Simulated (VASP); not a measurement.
**Cu: single point with RPBE**

Crystal: Cu.

```
Cu
1.0
     2.33735    0.00000    0.00000
     0.00000    2.33735    0.00000
     0.00000    0.00000    2.33735
Cu
1
Direct
  0.00000 0.00000 0.00000
```

This cell differs from its parent crystal: volume scaled by 0.88.

```json
{
 "Program": "VASP 6.6.1",
 "Task": "single point",
 "Functional": "RPBE",
 "Potentials or basis": "VASP PAW PBE potentials, release 64 (Cu)",
 "Cutoff": "520 eV",
 "k mesh": "14 × 14 × 14",
 "Occupations": "fermi-dirac, width 0.1 eV",
 "Spin": "no spin polarisation",
 "Dipole correction": "no",
 "Further INCAR settings": "ALGO = Normal; EDIFF = 1e-06; NBANDS = 12"
}
```

```
Pressure : 16.2 GPa
```

Levels at points of the mesh, in eV from the Fermi level:
```csv
k point,band 1,band 2,band 3,band 4,band 5,band 6,band 7,band 8,band 9,band 10
"(0.00, 0.00, 0.00)",-8.55,-4.12,-4.12,-1.32,-1.32,-1.32,18.55,18.55,18.55,22.04
"(0.50, 0.00, 0.00)",-4.52,-3.76,-2.19,-2.19,-1.58,-1.24,2.34,24.13,25.54,25.54
"(0.50, 0.50, 0.00)",-4.57,-3.48,-2.02,-2.02,-0.71,4.47,4.47,9.68,10.31,30.46
"(0.50, 0.50, 0.50)",-3.79,-3.79,-3.79,-0.66,-0.66,10.75,10.75,10.75,13.54,16.02
```

It took 5.5 s on 1 thread of Intel(R) Xeon(R) 6975P-C (Granite Rapids), with other jobs on the host, peak memory 0.13 GiB.

Caveat: the PAW data sets were made with another functional, which shifts forces and pressure a little.
